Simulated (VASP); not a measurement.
Crystal: LiGeH3.

```xyz
5
Lattice="3.1742 0.0000 0.0000 0.0000 3.1742 0.0000 0.0000 0.0000 5.9885" Properties=species:S:1:pos:R:3 pbc="T T T"
Li    0.0000    0.0000    2.9942
Ge    1.5871    1.5871    2.9942
H     0.0000    0.0000    1.2853
H     0.0000    0.0000    4.7032
H     0.0000    0.0000    0.0000
```

The cell was generated, and may not be a known phase.

| Item | Value |
| --- | --- |
| Program | VASP 6.6.1 |
| Task | relaxation of cell and atoms |
| Functional | PBE |
| Potentials or basis | VASP PAW PBE potentials, release 64 (Li_sv, Ge_d, H) |
| Cutoff | 600 eV |
| k mesh | 6 × 6 × 4 |
| Occupations | gaussian, width 0.1 eV |
| Spin | no spin polarisation |

At the start: pressure 3.6 GPa; volume 12.07 Å³/atom.

Q: How do energy, volume and symmetry change on relaxing?

A: Over 14 steps the energy falls by 231.3 meV/atom and the volume is 13.88 Å³/atom (+15.1 %); space group P4/mmm (No. 123, to 0.1 Å) before and after.

The path:
```
step  energy change (eV)  largest force (eV/Å)  pressure (GPa)  volume (Å³)
   1              0.0000                2.0526            3.59        60.34
   2             -0.7123                1.6186            1.71        62.62
   3             -0.9028                2.0129            2.44        67.03
   4             -1.1126                0.5419            1.24        64.94
   5             -1.1363                0.0281            1.43        65.60
   6             -1.1367                0.0633            1.38        65.51
   7             -1.1483                0.0900            0.77        66.89
   8             -1.1546                0.1202            0.17        68.43
   9             -1.1554                0.1339            0.11        69.11
  10             -1.1533                0.1618           -0.55        70.49
  11             -1.1553                0.1413           -0.20        69.49
  12             -1.1553                0.1383           -0.16        69.35
  13             -1.1554                0.1359           -0.12        69.23
  14             -1.1567                0.0231            0.03        69.42
```

Final structure:
```cif
data_structure
_symmetry_space_group_name_H-M 'P 1'
_symmetry_Int_Tables_number 1
_cell_length_a 3.5122
_cell_length_b 3.5122
_cell_length_c 5.6277
_cell_angle_alpha 90.000
_cell_angle_beta 90.000
_cell_angle_gamma 90.000
_cell_volume 69.42
loop_
_atom_site_label
_atom_site_type_symbol
_atom_site_fract_x
_atom_site_fract_y
_atom_site_fract_z
_atom_site_occupancy
Li1 Li 0.00000 0.00000 0.50000 1
Ge1 Ge 0.50000 0.50000 0.50000 1
H1 H 0.00000 0.00000 0.17146 1
H2 H 0.00000 0.00000 0.82854 1
H3 H 0.00000 0.00000 0.00000 1
```

Caveat: the cutoff is under 1.25 times the usual one of these potentials, so pressure, stress and relaxed cells hold a basis-set (Pulay) error; the volume moved by over 15 % at a fixed basis, so the end points are rough.
